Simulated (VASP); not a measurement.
Here is a VASP 6.6.1 calculation.

File INCAR:

```
SYSTEM = WI6
PREC     = Accurate       ! precision mode
ENCUT    = 520            ! plane-wave cutoff, eV
EDIFF    = 1E-6           ! SCF threshold, eV
ISMEAR   = 0              ! smearing method
SIGMA    = 0.01           ! smearing width, eV
LREAL    = .FALSE.        ! projectors in reciprocal space
LASPH    = .TRUE.         ! aspherical terms in the spheres
NELM     = 100            ! most SCF steps
ALGO     = Normal         ! electronic algorithm
ISIF     = 2              ! what is computed and relaxed
LWAVE    = .FALSE.        ! write WAVECAR
LCHARG   = .FALSE.        ! write CHGCAR
GGA      = PE             ! functional
NBANDS   = 37             ! bands
```

KPOINTS

```
regular mesh
0
G
  6 6 6
  0 0 0
```

File POSCAR:

```
WI6
1.0
    0.0000000000      5.6663599115      5.6663599115
    5.6663599115      0.0000000000      5.6663599115
    5.6663599115      5.6663599115      0.0000000000
W I
1 6
Direct
    0.0000000000      0.0000000000      0.0000000000
    0.7610220752      0.2389779248      0.2389779248
    0.2389779248      0.7610220752      0.7610220752
    0.2389779248      0.7610220752      0.2389779248
    0.7610220752      0.2389779248      0.7610220752
    0.2389779248      0.2389779248      0.7610220752
    0.7610220752      0.7610220752      0.2389779248
```

Potentials or basis: VASP PAW PBE potentials, release 64 (W_sv, I).

Command:

```sh
$ cat potpaw_PBE.64/W_sv/POTCAR potpaw_PBE.64/I/POTCAR > POTCAR
$ mpirun -np 1 vasp_std > vasp.out
```

Estimate the pressure.

0.2 GPa.

What does it give for the band gap on the k mesh?

0.07 eV (least direct gap 0.08 eV).

Caveat: spin-orbit coupling is left out, which moves the levels of the heavy elements. A k mesh can miss the band edges.
